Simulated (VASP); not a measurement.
# Pd (P6_3/mmc) in VASP: notebook, part 2 of 2

VASP 6.6.1. The steps go on from the part before.

## Step 4: Single point, LDA

This run uses another cell than the first one, of 13.20 Å³/atom.

INCAR

```
ALGO = Normal
EDIFF = 1E-6
ENCUT = 520
ISIF = 2
ISMEAR = 0
LASPH = True
LCHARG = True
LELF = True
LREAL = False
LVHAR = True
LWAVE = False
NBANDS = 17
NELM = 60
PREC = Accurate
SIGMA = 0.05
```

KPOINTS

```
k-points
0
Gamma
  8 8 5
```

POSCAR

```
Pd
1.0
    2.6286511393      0.0000000000      0.0000000000
   -1.3143255697      2.2764786643      0.0000000000
    0.0000000000      0.0000000000      4.4133015656
Pd
2
Direct
    0.3333333333      0.6666666667      0.2500000000
    0.6666666667      0.3333333333      0.7500000000
```

Potentials or basis: VASP PAW LDA potentials, release 64 (Pd).

On the command line:

```console
$ cat potpaw_LDA.64/Pd/POTCAR > POTCAR
$ mpirun -np 1 vasp_std > vasp.out
```

OUTCAR:

```text
EDIFF = 1E-6
   ENCUT = 520
   ISIF = 2
   ISMEAR = 0
   LASPH = True
   LREAL = False
   NELM = 60
   PREC = Accurate

 ion  position               nearest neighbor table
   1  0.333  0.667  0.250-   2 2.68   2 2.68   2 2.68   2 2.68   2 2.68   2 2.68
   2  0.667  0.333  0.750-   1 2.68   1 2.68   1 2.68   1 2.68   1 2.68   1 2.68

  LATTYP: Found a hexagonal cell.
 ALAT       =     2.6286511393
 C/A-ratio  =     1.6789225088

  Lattice vectors:

 A1 = (   2.6286511393,   0.0000000000,   0.0000000000)
 A2 = (  -1.3143255697,   2.2764786643,   0.0000000000)
 A3 = (   0.0000000000,   0.0000000000,   4.4133015656)

Analysis of symmetry for initial positions (statically):
=====================================================================
 Subroutine PRICEL returns:
 Original cell was already a primitive cell.

 Routine SETGRP: Setting up the symmetry group for a
 hexagonal supercell.

 Subroutine GETGRP returns: Found 24 space group operations
 (whereof 12 operations were pure point group operations)
 out of a pool of 24 trial point group operations.

The static configuration has the point symmetry D_3d.
 The point group associated with its full space group is D_6h.

Analysis of symmetry for dynamics (positions and initial velocities):
=====================================================================
 Subroutine PRICEL returns:
 Original cell was already a primitive cell.

 Routine SETGRP: Setting up the symmetry group for a
 hexagonal supercell.

 Subroutine GETGRP returns: Found 24 space group operations
 (whereof 12 operations were pure point group operations)
 out of a pool of 24 trial point group operations.

The dynamic configuration has the point symmetry D_3d.
 The point group associated with its full space group is D_6h.

 Subroutine INISYM returns: Found 24 space group operations
 (whereof 12 operations are pure point group operations),
 and found     1 'primitive' translations

----------------------------------------------------------------------------------------

                                     Primitive cell

  volume of cell :      26.4095

  direct lattice vectors                    reciprocal lattice vectors
     2.628651139  0.000000000  0.000000000     0.380423246  0.219637464  0.000000000
    -1.314325570  2.276478664  0.000000000     0.000000000  0.439274927  0.000000000
     0.000000000  0.000000000  4.413301566     0.000000000  0.000000000  0.226587734

  length of vectors
     2.628651139  2.628651139  4.413301566     0.439274927  0.439274927  0.226587734

  position of ions in fractional coordinates (direct lattice)
     0.333333333  0.666666667  0.250000000
     0.666666667  0.333333333  0.750000000

  ion indices of the primitive-cell ions
   primitive index   ion index
                 1           1
                 2           2

----------------------------------------------------------------------------------------

 KPOINTS: k-points

Automatic generation of k-mesh.
 Grid dimensions read from file:
 generate k-points for:    8    8    5

 Generating k-lattice:

  Cartesian coordinates                     Fractional coordinates (reciprocal lattice)
     0.047552906  0.027454683  0.000000000     0.125000000 -0.000000000  0.000000000
     0.000000000  0.054909366  0.000000000     0.000000000  0.125000000  0.000000000
     0.000000000  0.000000000  0.045317547     0.000000000  0.000000000  0.200000000

  Length of vectors
     0.054909366  0.054909366  0.045317547

  Shift w.r.t. Gamma in fractional coordinates (k-lattice)
     0.000000000  0.000000000  0.000000000

 Subroutine IBZKPT returns following result:
 ===========================================

 Found     30 irreducible k-points:

 Following reciprocal coordinates:
            Coordinates               Weight
  0.000000  0.000000  0.000000      1.000000
  0.125000 -0.000000  0.000000      6.000000
  0.250000 -0.000000  0.000000      6.000000
  0.375000 -0.000000  0.000000      6.000000
  0.500000 -0.000000  0.000000      3.000000
  0.125000  0.125000  0.000000      6.000000
[... 16 lines left out ...]
  0.250000 -0.000000  0.400000     12.000000
  0.375000 -0.000000  0.400000     12.000000
 [... further k-points ...]
   k-points           NKPTS =     30   k-points in BZ     NKDIM =     30   number of bands    NBANDS=     17
   number of dos      NEDOS =    301   number of ions     NIONS =      2
   total plane-waves  NPLWV =  14400
   dimension x,y,z NGX =    20 NGY =   20 NGZ =   36
   dimension x,y,z NGXF=    40 NGYF=   40 NGZF=   72
   ions per type =               2
   NGX,Y,Z   is equivalent  to a cutoff of  12.65, 12.65, 13.56 a.u.
   NGXF,Y,Z  is equivalent  to a cutoff of  25.30, 25.30, 27.12 a.u.
 SYSTEM =  unknown system
   PREC   = accura    normal or accurate (medium, high low for compatibility)
   ISTART =      0    job   : 0-new  1-cont  2-samecut
   ICHARG =      2    charge: 1-file 2-atom 10-const
   ISPIN  =      1    spin polarized calculation?
   LNONCOLLINEAR =      F non collinear calculations
   LSORBIT =      F    spin-orbit coupling
   LASPH  =      T    aspherical Exc in radial PAW
   ENCUT  =  520.0 eV  38.22 Ry    6.18 a.u.   4.89  4.89  8.21*2*pi/ulx,y,z
   NELM   =     60;   NELMIN=  2; NELMDL= -5     # of ELM steps
   EDIFF  = 0.1E-05   stopping-criterion for ELM
   LREAL  =      F    real-space projection
   EDIFFG = 0.1E-04   stopping-criterion for IOM
   NSW    =      0    number of steps for IOM
   IBRION =     -1    ionic relax: 0-MD 1-quasi-New 2-CG
   NFREE  =      0    steps in history (QN), initial steepest desc. (CG)
   ISIF   =      2    stress and relaxation
   ISYM   =      2    0-nonsym 1-usesym 2-fastsym
   POTIM  = 0.5000    time-step for ionic-motion
   TEBEG  =    0.0;   TEEND  =   0.0 temperature during run
   PSTRESS=    0.0 pullay stress
   NELECT =      20.0000    total number of electrons
   NUPDOWN=      -1.0000    fix difference up-down
   EMIN   =  10.00;   EMAX   =-10.00  energy-range for DOS
   EFERMI =   0.00;   METHOD = LEGACY
   ISMEAR =     0;   SIGMA  =   0.05  broadening in eV -4-tet -1-fermi 0-gaus
   EFERMI_NEDOS =   21; number of points for ismear=-14 and -15
   IALGO  =     38    algorithm
   IMIX   =      4    mixing-type and parameters
     AMIX     =   0.40;   BMIX     =  1.00
     AMIX_MAG =   1.60;   BMIX_MAG =  1.00
  volume/ion in A,a.u.               =      13.20        89.11
  Fermi-wavevector in a.u.,A,eV,Ry     =   1.492215  2.819878 30.296176  2.226706
  Thomas-Fermi vector in A             =   2.604771
   LORBIT       =      0    0 simple, 1 ext, 2 COOP (PROOUT), +10 PAW based schemes
   GGA     = CA    functional components
   LHFCALC =     F    Hartree Fock is set to
   AEXX    =    0.0000 exact exchange contribution
   IVDW    =     0    specifies the selected vdW correction
   LEPSILON=     F    determine dielectric tensor
   LRPA    =     F    only Hartree local field effects (RPA)
 non-spin polarized calculation
 Gauss-broadening in eV      SIGMA  =   0.05
  energy-cutoff  :      520.00
  volume of cell :       26.41
 maximum number of plane-waves:       726
 NGX is ok and might be reduce to    20
   NGX =  9   NGY =  9   NGZ = 17

 number of electron      20.0000007 magnetization

 Free energy of the ion-electron system (eV)
  ---------------------------------------------------
  ext. energy  EPLUGINS =         0.00000000
  ---------------------------------------------------
  free energy    TOTEN  =       -12.78303640 eV

  energy without entropy =      -12.77957412  energy(sigma->0) =      -12.78130526

 E-fermi :  11.6566     XC(G=0): -14.2007

 val. band max:       11.6208908777   @ k =   0.3750   0.1250   0.0000
 cond. band min:      11.6612137058   @ k =   0.5000  -0.0000   0.4000
 fundamental gap:      0.0403228281
 Fermi energy:        11.6565575581

 k-point     1 :       0.0000    0.0000    0.0000
  band No.  band energies     occupation
      1       3.4809      2.00000
      2       5.3154      2.00000
      3       8.0098      2.00000
      4       8.2902      2.00000
      5       8.2902      2.00000
      6       8.7113      2.00000
[... 9 lines left out ...]
     16      31.4340      0.00000
     17      35.4542      0.00000
[... 441 lines left out ...]
 k-point    24 :       0.3750   -0.0000    0.4000
  band No.  band energies     occupation
      1       5.5122      2.00000
      2       5.8277      2.00000
      3       6.6854      2.00000
      4       6.9199      2.00000
      5       9.3601      2.00000
      6       9.7250      2.00000
[... 9 lines left out ...]
     16      29.1898      0.00000
     17      29.4027      0.00000

 [... further k-points ...]

------------------------ aborting loop because EDIFF is reached ----------------------------------------

  FORCE on cell =-STRESS in cart. coord.  units (eV):
  Direction    XX          YY          ZZ          XY          YZ          ZX
  --------------------------------------------------------------------------------------
  -------------------------------------------------------------------------------------
  Total        3.3636908      3.3636908      3.3437976     -0.0000000     -0.0000000      0.0000000
  in kB      204.0640526    204.0640526    202.8571955     -0.0000000     -0.0000000      0.0000000
  external PRESSURE =     203.6617669 kB  Pullay stress =       0.0000000 kB

 VOLUME and BASIS-vectors are now :
 -----------------------------------------------------------------------------
  energy-cutoff  :      520.00
  volume of cell :       26.41
      direct lattice vectors                 reciprocal lattice vectors
     2.628651139  0.000000000  0.000000000     0.380423246  0.219637464  0.000000000
    -1.314325570  2.276478664  0.000000000     0.000000000  0.439274927  0.000000000
     0.000000000  0.000000000  4.413301566     0.000000000  0.000000000  0.226587734

 POSITION                                       TOTAL-FORCE (eV/Angst)
 -----------------------------------------------------------------------------------
     -0.00000      1.51765      1.10333         0.000000      0.000000      0.000000
      1.31433      0.75883      3.30998        -0.000000     -0.000000      0.000000
 -----------------------------------------------------------------------------------
    total drift:                               -0.000000      0.000000     -0.000000

  FREE ENERGIE OF THE ION-ELECTRON SYSTEM (eV)
  ---------------------------------------------------
  free  energy   TOTEN  =       -12.7830363990 eV

  energy  without entropy=      -12.7795741241  energy(sigma->0) =      -12.78130526
```

Run time: 7.8 s. Hardware: 1 thread of Intel Xeon Platinum 8559C (Emerald Rapids), shared host; peak memory 0.13 GiB.

What came out:

| Quantity | Value |
| --- | --- |
| Free energy | -12.7830 eV |
| Pressure | 20.4 GPa |
| Band gap on the k mesh | zero (bands 10 and 11 overlap by 0.90 eV) |

Caveat: the cell stands under pressure.

## Step 5: Single point, LDA

This run uses another cell than the first one, of 14.21 Å³/atom.

INCAR

```
ALGO = Normal
EDIFF = 1E-7
ENCUT = 520
GGA = CA
ISIF = 2
ISMEAR = 0
LASPH = T
LCHARG = F
LREAL = F
LWAVE = F
NBANDS = 17
NELM = 60
PREC = Accurate
SIGMA = 0.05
```

KPOINTS is that of step 4.

POSCAR

```
Pd
1.0
    2.6897114995      0.0000000000      0.0000000000
   -1.3448557498      2.3293584874      0.0000000000
    0.0000000000      0.0000000000      4.5355992719
Pd
2
Direct
    0.3333333333      0.6666666667      0.2500000000
    0.6666666667      0.3333333333      0.7500000000
```

Potentials or basis: VASP PAW LDA potentials, release 64 (Pd).

On the command line:

```console
$ cat potpaw_LDA.64/Pd/POTCAR > POTCAR
$ mpirun -np 1 vasp_std > vasp.out
```

OUTCAR:

```text
EDIFF = 1E-7
   ENCUT = 520
   GGA = CA
   ISIF = 2
   ISMEAR = 0
   LASPH = T
   LREAL = F
   NELM = 60
   PREC = Accurate

 ion  position               nearest neighbor table
   1  0.333  0.667  0.250-   2 2.75   2 2.75   2 2.75   2 2.75   2 2.75   2 2.75
   2  0.667  0.333  0.750-   1 2.75   1 2.75   1 2.75   1 2.75   1 2.75   1 2.75

  LATTYP: Found a hexagonal cell.
 ALAT       =     2.6897114995
 C/A-ratio  =     1.6862772356

  Lattice vectors:

 A1 = (   2.6897114995,   0.0000000000,   0.0000000000)
 A2 = (  -1.3448557498,   2.3293584874,   0.0000000000)
 A3 = (   0.0000000000,   0.0000000000,   4.5355992719)

Analysis of symmetry for initial positions (statically):
=====================================================================
 Subroutine PRICEL returns:
 Original cell was already a primitive cell.

 Routine SETGRP: Setting up the symmetry group for a
 hexagonal supercell.

 Subroutine GETGRP returns: Found 24 space group operations
[... 156 lines left out ...]
   NGX =  9   NGY =  9   NGZ = 17

 number of electron      19.9999992 magnetization

 Free energy of the ion-electron system (eV)
  ---------------------------------------------------
  ext. energy  EPLUGINS =         0.00000000
  ---------------------------------------------------
  free energy    TOTEN  =       -12.90435372 eV

  energy without entropy =      -12.90027495  energy(sigma->0) =      -12.90231434

 E-fermi :  10.2846     XC(G=0): -13.7437

 val. band max:       10.2784793920   @ k =   0.3750  -0.0000   0.0000
 cond. band min:      10.2859464375   @ k =   0.5000  -0.0000   0.4000
 fundamental gap:      0.0074670455
 Fermi energy:        10.2846459793

 k-point     1 :       0.0000    0.0000    0.0000
  band No.  band energies     occupation
      1       2.7146      2.00000
      2       4.5706      2.00000
      3       7.0144      2.00000
      4       7.2880      2.00000
      5       7.2880      2.00000
      6       7.6521      2.00000
[... 457 lines left out ...]
      4       6.0545      2.00000
      5       8.2732      2.00000
      6       8.5910      2.00000
[... 9 lines left out ...]
     16      27.3124      0.00000
     17      27.3726      0.00000

 [... further k-points ...]
[... 5 lines left out ...]
  --------------------------------------------------------------------------------------
  -------------------------------------------------------------------------------------
  Total        0.0633721      0.0633721      0.0338799     -0.0000000      0.0000000     -0.0000000
  in kB        3.5729913      3.5729913      1.9101895     -0.0000000      0.0000000     -0.0000000
  external PRESSURE =       3.0187240 kB  Pullay stress =       0.0000000 kB

 VOLUME and BASIS-vectors are now :
 -----------------------------------------------------------------------------
  energy-cutoff  :      520.00
  volume of cell :       28.42
      direct lattice vectors                 reciprocal lattice vectors
     2.689711499  0.000000000  0.000000000     0.371787086  0.214651374  0.000000000
    -1.344855750  2.329358487  0.000000000     0.000000000  0.429302748  0.000000000
     0.000000000  0.000000000  4.535599272     0.000000000  0.000000000  0.220478032

 POSITION                                       TOTAL-FORCE (eV/Angst)
 -----------------------------------------------------------------------------------
     -0.00000      1.55291      1.13390         0.000000     -0.000000      0.000000
      1.34486      0.77645      3.40170        -0.000000      0.000000      0.000000
 -----------------------------------------------------------------------------------
    total drift:                               -0.000000      0.000000     -0.000000

  FREE ENERGIE OF THE ION-ELECTRON SYSTEM (eV)
  ---------------------------------------------------
  free  energy   TOTEN  =       -12.9043537246 eV

  energy  without entropy=      -12.9002749498  energy(sigma->0) =      -12.90231434
```

OSZICAR:

```text
N       E                     dE             d eps       ncg     rms          rms(c)
DAV:   1     0.106768757552E+03    0.10677E+03   -0.10410E+04  1020   0.116E+03
DAV:   2    -0.118388600012E+02   -0.11861E+03   -0.11240E+03  1055   0.259E+02
DAV:   3    -0.135774838564E+02   -0.17386E+01   -0.17299E+01  1253   0.349E+01
DAV:   4    -0.135879257295E+02   -0.10442E-01   -0.10441E-01  1209   0.258E+00
DAV:   5    -0.135880746693E+02   -0.14894E-03   -0.14894E-03  1272   0.329E-01    0.129E+01
DAV:   6    -0.129459555067E+02    0.64212E+00   -0.13319E+00  1069   0.120E+01    0.613E+00
DAV:   7    -0.129132820239E+02    0.32673E-01   -0.14218E-02  1281   0.108E+00    0.288E+00
DAV:   8    -0.129043534458E+02    0.89286E-02   -0.25696E-03  1172   0.433E-01    0.117E-01
DAV:   9    -0.129043495984E+02    0.38473E-05   -0.51085E-05  1220   0.674E-02    0.415E-02
DAV:  10    -0.129043528001E+02   -0.32016E-05   -0.39410E-06  1221   0.167E-02    0.874E-03
DAV:  11    -0.129043537240E+02   -0.92392E-06   -0.42993E-07  1270   0.540E-03    0.641E-04
DAV:  12    -0.129043537246E+02   -0.59708E-09   -0.52498E-09   586   0.651E-04
   1 F= -.12904354E+02 E0= -.12902314E+02  d E =-.407877E-02
```

stdout:

```text
POSCAR found type information on POSCAR Pd
 POSCAR found :  1 types and       2 ions
 scaLAPACK will be used
 LDA part: xc-table for (Slater(with rela. corr.)+CA(PZ))
 , standard interpolation
 POSCAR, INCAR and KPOINTS ok, starting setup
 FFT: planning ... GRIDC
 FFT: planning ... GRID_SOFT
 FFT: planning ... GRID
 WAVECAR not read
 entering main loop
```

Wall time 8.8 s (1 thread of Intel Xeon Platinum 8559C (Emerald Rapids), shared host); peak memory 0.13 GiB.

What came out:

| Property | Result |
| --- | --- |
| Free energy | -12.9044 eV |
| Pressure | 0.3 GPa |
| Band gap on the k mesh | zero (bands 10 and 11 overlap by 0.80 eV) |

## Step 6: Overview

| cell | gap on the mesh (eV) | pressure (GPa) |
| --- | --- | --- |
| a = 2.548, b = 2.548, c = 4.263 Å, angles 90.0, 90.0, 120.0°, 2 atoms | none | 60.7 |
| a = 2.584, b = 2.584, c = 4.329 Å, angles 90.0, 90.0, 120.0°, 2 atoms | none | 40.5 |
| a = 2.629, b = 2.629, c = 4.413 Å, angles 90.0, 90.0, 120.0°, 2 atoms | none | 20.4 |
| a = 2.690, b = 2.690, c = 4.536 Å, angles 90.0, 90.0, 120.0°, 2 atoms | none | 0.3 |

Alike in all rows: task single point; level LDA; potentials or basis VASP PAW LDA potentials, release 64 (Pd); no spin polarisation; k mesh 8 × 8 × 5; cutoff (eV) 520; smearing gaussian 0.05 eV.

Caveats: the cell stands under pressure (at least some runs).

Absolute energies hang on the potentials; compare differences alone.
